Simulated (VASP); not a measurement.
# Rh (P-1) in VASP: single point with b88 exchange, pbe correlation

Aim: the single point of Rh with b88 exchange, pbe correlation.

Program: VASP 6.6.1. These are calculated values, not measurements. Logs are shortened: lines on timing, memory, paths and dates and some standing lists are left out, and cuts for length are marked.

**1. The cell of the first run**

The typed cell holds 1 atom: a = 2.610 Å, b = 2.723 Å, c = 2.771 Å, α = 58.73°, β = 59.50°, γ = 59.37°.

**2. Single point, b88 exchange, pbe correlation (the cell strained at random)**

Input file POSCAR:

```
Rh
1.0
    0.0632250000      1.8514710000      1.8386600000
    1.9639680000      0.0151950000      1.8866900000
    1.9912060000      1.9267380000     -0.0120430000
Rh
1
Direct
   -0.0214810000     -0.0104820000      0.0226090000
```

Input file INCAR.step1:

```
SYSTEM = Rh
  PREC = Accurate
  ENCUT = 460
  EDIFF = 1E-6
  ISMEAR = -1
  SIGMA = 0.01
  LREAL = .FALSE.
  LASPH = .TRUE.
  NELM = 120
  ALGO = Normal
  ISIF = 2
  LWAVE = .FALSE.
  LCHARG = .TRUE.
  LMAXMIX = 4
  GGA = LIBXC
  LIBXC1 = GGA_X_B88
  LIBXC2 = GGA_C_PBE
  NBANDS = 14
  GGA_COMPAT = .FALSE.
  NEDOS = 2001
  LORBIT = 11
```

Input file KPOINTS.step1:

```
regular mesh
0
G
  9 9 9
  0 0 0
```

Input file INCAR.step2:

```
SYSTEM = Rh
  PREC = Accurate
  ENCUT = 460
  EDIFF = 1E-6
  ISMEAR = -5
  SIGMA = 0.01
  LREAL = .FALSE.
  LASPH = .TRUE.
  NELM = 120
  ALGO = Normal
  ISIF = 2
  LWAVE = .FALSE.
  LCHARG = .FALSE.
  LMAXMIX = 4
  GGA = LIBXC
  LIBXC1 = GGA_X_B88
  LIBXC2 = GGA_C_PBE
  LORBIT = 11
  NBANDS = 14
  NEDOS = 1001
  ICHARG = 11
  GGA_COMPAT = .FALSE.
```

Input file KPOINTS.step2:

```
regular mesh
0
G
  14 14 14
  0 0 0
```

Potentials or basis: VASP PAW PBE potentials, release 64 (Rh_sv_GW).

Launch:

```
> cat potpaw_PBE.64/Rh_sv_GW/POTCAR > POTCAR
> cp INCAR.step1 INCAR
> cp KPOINTS.step1 KPOINTS
> mpirun -np 1 vasp_std > vasp.out
> cp INCAR.step2 INCAR
> cp KPOINTS.step2 KPOINTS
> mpirun -np 1 vasp_std > vasp.out
```

OUTCAR:

```text
SYSTEM = Rh
   PREC = Accurate
   ENCUT = 460
   EDIFF = 1E-6
   ISMEAR = -5
   LREAL = .FALSE.
   LASPH = .TRUE.
   NELM = 120
   ISIF = 2
   GGA = LIBXC
   LORBIT = 11
   ICHARG = 11

 ion  position               nearest neighbor table
   1  0.979  0.990  0.023-

  LATTYP: Found a triclinic cell.
 ALAT       =     4.6721050536
 B/A-ratio  =     0.5767046912
 C/A-ratio  =     1.3619218084
 COS(alpha) =     0.0064785437
 COS(beta)  =     0.4654748605
 COS(gamma) =     0.8714452217

  Lattice vectors:

 A1 = (  -1.9552190000,  -1.9868100000,   3.7494360000)
 A2 = (  -0.0272380000,  -1.9115430000,   1.8987330000)
 A3 = (  -3.7654990000,   3.6124800000,   3.6413330000)

Analysis of symmetry for initial positions (statically):
=====================================================================
 Subroutine PRICEL returns:
 Original cell was already a primitive cell.

 Routine SETGRP: Setting up the symmetry group for a
 triclinic supercell.

 Subroutine GETGRP returns: Found  2 space group operations
 (whereof  1 operations were pure point group operations)
 out of a pool of  2 trial point group operations.

The static configuration has the point symmetry C_1 .
 The point group associated with its full space group is S_2 .

Analysis of symmetry for dynamics (positions and initial velocities):
=====================================================================
 Subroutine PRICEL returns:
 Original cell was already a primitive cell.

 Routine SETGRP: Setting up the symmetry group for a
 triclinic supercell.

 Subroutine GETGRP returns: Found  2 space group operations
 (whereof  1 operations were pure point group operations)
 out of a pool of  2 trial point group operations.

The dynamic configuration has the point symmetry C_1 .
 The point group associated with its full space group is S_2 .

 Subroutine INISYM returns: Found  2 space group operations
 (whereof  1 operations are pure point group operations),
 and found     1 'primitive' translations

----------------------------------------------------------------------------------------

                                     Primitive cell

  volume of cell :      13.6715

  direct lattice vectors                    reciprocal lattice vectors
     0.063225000  1.851471000  1.838660000    -0.265906761  0.276520108  0.274571152
     1.963968000  0.015195000  1.886690000     0.260755386 -0.267850364  0.260750178
     1.991206000  1.926738000 -0.012043000     0.253462837  0.255406301 -0.265901552

  length of vectors
     2.610098247  2.723417035  2.770805964     0.471761691  0.455771701  0.447414152

  position of ions in fractional coordinates (direct lattice)
     0.978519000  0.989518000  0.022609000

  ion indices of the primitive-cell ions
   primitive index   ion index
                 1           1

----------------------------------------------------------------------------------------

 KPOINTS: regular mesh

Automatic generation of k-mesh.
 Grid dimensions read from file:
 generate k-points for:   14   14   14

 Generating k-lattice:

  Cartesian coordinates                     Fractional coordinates (reciprocal lattice)
    -0.018993340  0.019751436  0.019612225     0.071428571  0.000000000  0.000000000
     0.018625385 -0.019132169  0.018625013     0.000000000  0.071428571  0.000000000
     0.018104488  0.018243307 -0.018992968     0.000000000  0.000000000  0.071428571

  Length of vectors
     0.033697264  0.032555122  0.031958154

  Shift w.r.t. Gamma in fractional coordinates (k-lattice)
     0.000000000  0.000000000  0.000000000

 TETIRR: Found   8232 inequivalent tetrahedra from    16464

 Subroutine IBZKPT returns following result:
 ===========================================

 Found   1376 irreducible k-points:

 Following reciprocal coordinates:
            Coordinates               Weight
  0.000000  0.000000  0.000000      1.000000
  0.071429  0.000000 -0.000000      2.000000
  0.142857 -0.000000 -0.000000      2.000000
  0.214286 -0.000000 -0.000000      2.000000
  0.285714 -0.000000 -0.000000      2.000000
  0.357143  0.000000 -0.000000      2.000000
[... 16 lines left out ...]
 -0.000000  0.142857  0.000000      2.000000
  0.071429  0.142857  0.000000      2.000000
 [... further k-points ...]
   k-points           NKPTS =   1376   k-points in BZ     NKDIM =   1376   number of bands    NBANDS=     14
   number of dos      NEDOS =   1001   number of ions     NIONS =      1
   total plane-waves  NPLWV =   7200
   dimension x,y,z NGX =    18 NGY =   20 NGZ =   20
   dimension x,y,z NGXF=    36 NGYF=   40 NGZF=   40
   ions per type =               1
   NGX,Y,Z   is equivalent  to a cutoff of  11.46, 12.21, 12.00 a.u.
   NGXF,Y,Z  is equivalent  to a cutoff of  22.93, 24.42, 24.00 a.u.
 SYSTEM =  Rh
   PREC   = accura    normal or accurate (medium, high low for compatibility)
   ISTART =      0    job   : 0-new  1-cont  2-samecut
   ICHARG =     11    charge: 1-file 2-atom 10-const
   ISPIN  =      1    spin polarized calculation?
   LNONCOLLINEAR =      F non collinear calculations
   LSORBIT =      F    spin-orbit coupling
   LASPH  =      T    aspherical Exc in radial PAW
   ENCUT  =  460.0 eV  33.81 Ry    5.81 a.u.   4.56  4.76  4.85*2*pi/ulx,y,z
   NELM   =    120;   NELMIN=  2; NELMDL=  0     # of ELM steps
   EDIFF  = 0.1E-05   stopping-criterion for ELM
   LREAL  =      F    real-space projection
[... 7 lines left out ...]
   TEBEG  =    0.0;   TEEND  =   0.0 temperature during run
   PSTRESS=    0.0 pullay stress
   NELECT =      17.0000    total number of electrons
   NUPDOWN=      -1.0000    fix difference up-down
   EMIN   =  10.00;   EMAX   =-10.00  energy-range for DOS
   EFERMI =   0.00;   METHOD = LEGACY
   ISMEAR =    -5;   SIGMA  =   0.01  broadening in eV -4-tet -1-fermi 0-gaus
   EFERMI_NEDOS =   21; number of points for ismear=-14 and -15
   IALGO  =     38    algorithm
   IMIX   =      4    mixing-type and parameters
     AMIX     =   0.40;   BMIX     =  1.00
     AMIX_MAG =   1.60;   BMIX_MAG =  1.00
  volume/ion in A,a.u.               =      13.67        92.26
  Fermi-wavevector in a.u.,A,eV,Ry     =   1.760432  3.326734 42.166096  3.099121
  Thomas-Fermi vector in A             =   2.829199
   LORBIT       =     11    0 simple, 1 ext, 2 COOP (PROOUT), +10 PAW based schemes
   GGA     = LIBXC    functional components
   LHFCALC =     F    Hartree Fock is set to
   AEXX    =    0.0000 exact exchange contribution
   IVDW    =     0    specifies the selected vdW correction
   LEPSILON=     F    determine dielectric tensor
   LRPA    =     F    only Hartree local field effects (RPA)
 non-spin polarized calculation
 Fermi weights with tetrahedron method with Bloechl corrections
  energy-cutoff  :      460.00
  volume of cell :       13.67
 maximum number of plane-waves:       316

 number of electron      17.0000004 magnetization

 Free energy of the ion-electron system (eV)
  ---------------------------------------------------
  ext. energy  EPLUGINS =         0.00000000
  ---------------------------------------------------
  free energy    TOTEN  =        -6.21585556 eV

  energy without entropy =       -6.21585556  energy(sigma->0) =       -6.21585556

 E-fermi :  10.9135     XC(G=0): -14.1591

 val. band max:       11.3430480161   @ k =  -0.0000   0.5000   0.0000
 cond. band min:      10.8190854403   @ k =   0.3571  -0.1429   0.2143
 fundamental gap:     -0.5239625758
 Fermi energy:        10.9134875551

 k-point     1 :       0.0000    0.0000    0.0000
  band No.  band energies     occupation
      1     -67.9913      2.00000
      2     -35.4606      2.00000
      3     -35.4438      2.00000
      4     -35.4155      2.00000
      5       2.9506      2.00000
      6       7.3748      2.00000
      7       7.7486      2.00000
      8       8.2825      2.00000
      9       9.7034      2.00000
     10      10.2050      2.00000
     11      26.7621      0.00000
     12      31.0481      0.00000
     13      32.1019      0.00000
     14      33.3251      0.00000

 k-point     2 :       0.0714    0.0000   -0.0000
  band No.  band energies     occupation
      1     -67.9844      2.00000
      2     -35.4789      2.00000
      3     -35.4510      2.00000
      4     -35.4478      2.00000
      5       3.1729      2.00000
      6       7.4794      2.00000
      7       7.8619      2.00000
      8       8.1674      2.00000
      9       9.6328      2.00000
     10      10.1171      2.00000
     11      27.1078      0.00000
     12      31.2541      0.00000
     13      32.1789      0.00000
     14      32.4333      0.00000

 k-point     3 :       0.1429   -0.0000   -0.0000
  band No.  band energies     occupation
      1     -67.9648      2.00000
      2     -35.5875      2.00000
      3     -35.4826      2.00000
      4     -35.4652      2.00000
      5       3.7882      2.00000
      6       7.6881      2.00000
      7       7.9566      2.00000
      8       8.1604      2.00000
      9       9.5036      2.00000
     10       9.9195      2.00000
     11      27.9384      0.00000
     12      29.8589      0.00000
     13      32.3951      0.00000
     14      33.2847      0.00000

 k-point     4 :       0.2143   -0.0000   -0.0000
  band No.  band energies     occupation
      1     -67.9365      2.00000
      2     -35.7573      2.00000
      3     -35.5156      2.00000
      4     -35.4869      2.00000
      5       4.5722      2.00000
      6       7.7223      2.00000
      7       8.0027      2.00000
      8       8.4334      2.00000
      9       9.5984      2.00000
     10       9.8484      2.00000
     11      27.6034      0.00000
     12      28.8250      0.00000
     13      33.6583      0.00000
     14      34.4805      0.00000

 k-point     5 :       0.2857   -0.0000   -0.0000
  band No.  band energies     occupation
      1     -67.9048      2.00000
      2     -35.9435      2.00000
      3     -35.5512      2.00000
      4     -35.5111      2.00000
      5       5.0170      2.00000
      6       7.8809      2.00000
      7       8.3455      2.00000
      8       8.3879      2.00000
      9      10.1330      2.00045
     10      10.2186      2.39934
     11      25.6152      0.00000
[... 276 lines left out ...]
 k-point    22 :      -0.0714    0.0714    0.0000
  band No.  band energies     occupation
      1     -67.9746      2.00000
      2     -35.5433      2.00000
      3     -35.4637      2.00000
      4     -35.4511      2.00000
      5       3.5078      2.00000
      6       7.5003      2.00000
      7       7.7970      2.00000
      8       8.3755      2.00000
      9       9.4514      2.00000
     10      10.1182      2.00000
     11      27.6069      0.00000
     12      30.4523      0.00000
     13      32.2966      0.00000
     14      32.8173      0.00000

 k-point    23 :      -0.0000    0.1429    0.0000
  band No.  band energies     occupation
      1     -67.9698      2.00000
      2     -35.5919      2.00000
      3     -35.4763      2.00000
      4     -35.4350      2.00000
      5       3.7219      2.00000
      6       7.4422      2.00000
      7       7.6628      2.00000
      8       8.5650      2.00000
      9       9.6298      2.00000
     10      10.0447      2.00000
     11      27.7669      0.00000
     12      29.1885      0.00000
     13      32.3401      0.00000
     14      34.3291      0.00000

 k-point    24 :       0.0714    0.1429    0.0000
  band No.  band energies     occupation
      1     -67.9715      2.00000
      2     -35.5511      2.00000
      3     -35.4896      2.00000
      4     -35.4475      2.00000
      5       3.6779      2.00000
      6       7.3954      2.00000
      7       7.6924      2.00000
      8       8.5354      2.00000
      9       9.6721      2.00000
     10      10.0316      2.00000
     11      27.7143      0.00000
     12      29.9027      0.00000
     13      31.4943      0.00000
     14      33.9444      0.00000

 [... further k-points ...]
[... 5 lines left out ...]
  --------------------------------------------------------------------------------------
  -------------------------------------------------------------------------------------
  Total        0.0096442      0.9225183      0.9032198     -0.9235200      0.7798807     -0.4087164
  in kB        1.1302162    108.1110014    105.8493892   -108.2283923     91.3951262    -47.8979536
  external PRESSURE =      71.6968689 kB  Pullay stress =       0.0000000 kB

 VOLUME and BASIS-vectors are now :
 -----------------------------------------------------------------------------
  energy-cutoff  :      460.00
  volume of cell :       13.67
      direct lattice vectors                 reciprocal lattice vectors
     0.063225000  1.851471000  1.838660000    -0.265906761  0.276520108  0.274571152
     1.963968000  0.015195000  1.886690000     0.260755386 -0.267850364  0.260750178
     1.991206000  1.926738000 -0.012043000     0.253462837  0.255406301 -0.265901552

 POSITION                                       TOTAL-FORCE (eV/Angst)
 -----------------------------------------------------------------------------------
      2.05027      1.87030      3.66581        -0.000000      0.000000      0.000000
 -----------------------------------------------------------------------------------
    total drift:                                0.000020     -0.000071     -0.000026

  FREE ENERGIE OF THE ION-ELECTRON SYSTEM (eV)
  ---------------------------------------------------
  free  energy   TOTEN  =        -6.2158555643 eV

  energy  without entropy=       -6.2158555643  energy(sigma->0) =       -6.21585556

 total charge

# of ion       s       p       d       f       tot
--------------------------------------------------
    1        2.209   6.256   6.522   0.026  15.014
```

Run time: 3.8 min. Hardware: 1 thread of Intel Xeon Platinum 8259CL at 2.50GHz (Skylake/Cascade Lake), shared host; peak memory 0.39 GiB.

What came out:

```yaml
Valence_electrons_inside_the_program's_atomic_spheres: Rh 15.01
```

Levels at points of the mesh, in eV from the Fermi level:
| k point | band 6 | band 7 | band 8 | band 9 | band 10 | band 11 |
| --- | --- | --- | --- | --- | --- | --- |
| (0.00, 0.00, 0.00) | -3.54 | -3.16 | -2.63 | -1.21 | -0.71 | 15.85 |
| (0.50, 0.00, 0.00) | -3.52 | -3.02 | 0.60 | 0.85 | 1.31 | 9.49 |
| (0.00, 0.50, 0.00) | -3.74 | -2.58 | 0.43 | 0.73 | 0.75 | 8.69 |
| (0.50, 0.50, 0.00) | -6.00 | 0.49 | 0.87 | 1.23 | 3.67 | 12.17 |
| (0.00, 0.00, 0.50) | -3.55 | -2.69 | 0.33 | 0.48 | 0.71 | 8.27 |
| (0.50, 0.00, 0.50) | -5.98 | 0.40 | 0.91 | 1.24 | 3.53 | 12.63 |
| (0.00, 0.50, 0.50) | -5.97 | 0.51 | 0.98 | 1.05 | 2.81 | 11.69 |
| (0.50, 0.50, 0.50) | -3.31 | -2.95 | 0.22 | 0.62 | 0.79 | 8.51 |

Caveat: the cell differs from its parent crystal (the cell strained at random); the PAW data sets were made with another functional, which shifts forces and pressure a little.
